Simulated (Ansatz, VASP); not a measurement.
# Two plane-wave programs on Na3OsRu

```
CELL_PARAMETERS angstrom
6.16175 0.00000 0.00000
-3.08088 5.33623 0.00000
0.00000 0.00000 4.53838
ATOMIC_POSITIONS crystal
Na 0.50000 0.00000 0.50000
Na 0.00000 0.50000 0.50000
Na 0.50000 0.50000 0.50000
Ru 0.00000 0.00000 0.00000
Os 0.00000 0.00000 0.50000
```

Alike in both runs: functional PBE; k mesh 6 × 6 × 4; occupations gaussian, width 0.1 eV; no spin polarisation.

Ansatz relaxed the structure, and its values are those at the end. VASP's run is a single point on that final structure, the one shown.

```csv
,VASP,Ansatz
version,VASP 6.6.1,Ansatz 0.2.0
potentials or method,"VASP PAW PBE potentials, release 64 (Na_sv, Ru_sv, Os_sv_GW), cutoff 970 eV","scalar-relativistic, plane waves, PAW"
valence electrons in the cell,59,59
```

|  | VASP | Ansatz | Ansatz less VASP |
| --- | --- | --- | --- |
| gap on the k mesh at the Fermi level (eV) | none | none | - |
| pressure (GPa) | -0.3 | 0.0 | +0.30 |

A gap of «none» marks a metal or a gap that the smearing closes.

Neither program's run includes spin-orbit coupling.
